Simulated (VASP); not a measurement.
**CuO: single point with LDA+U**

Crystal: CuO.

```xyz
2
Lattice="2.5526 0.0000 0.0000 0.0000 2.5526 0.0000 0.0000 0.0000 2.5526" Properties=species:S:1:pos:R:3 pbc="T T T"
Cu    0.0000    0.0000    0.0000
O     1.2763    1.2763    1.2763
```

```yaml
Program: VASP 6.6.1
Task: single point
Functional: LDA
Potentials_or_basis: VASP PAW LDA potentials, release 64 (Cu, O)
Cutoff: 520 eV
k_mesh: 7 × 7 × 7
Occupations: gaussian, width 0.05 eV
Spin: collinear spin, ferromagnetic start
Starting_moments: "[1.0, 0.0] μB"
Hubbard_terms: Cu d U = 8.0 eV
```

The pressure is -5.5 GPa, the band gap on the k mesh is zero (filled and empty bands overlap) and the net moment is 1.00 μB per cell. The site moments are Cu +0.32; O +0.62 μB and the valence electrons inside the program's atomic spheres are Cu 10.07; O 4.83.

Levels at points of the mesh, in eV from the Fermi level:
Spin up:
```csv
k point,band 5,band 6,band 7,band 8,band 9,band 10,band 11,band 12,band 13,band 14
"(0.00, 0.00, 0.00)",-3.43,-3.43,-2.12,-2.12,-2.12,2.25,15.69,15.69,21.79,21.79
```
Spin down:
```csv
k point,band 5,band 6,band 7,band 8,band 9,band 10,band 11,band 12
"(0.00, 0.00, 0.00)",-2.12,-2.12,-1.05,-1.05,-1.05,2.64,15.84,15.84
```

Eigenvalues of the final occupation matrices:
```tsv
site	spin	trace	eigenvalues
site 1 d	1	4.92	0.97 0.97 1.00 1.00 1.00
site 1 d	2	4.58	0.88 0.88 0.88 0.96 0.96
```

Run time: 29 s on 1 thread of AMD EPYC 7R13 (shared host), peak memory 0.09 GiB.

Caveat: a cell with one magnetic atom can't hold antiferromagnetic order, which such compounds often take. The state reached can hang on the start; a lower one may exist.
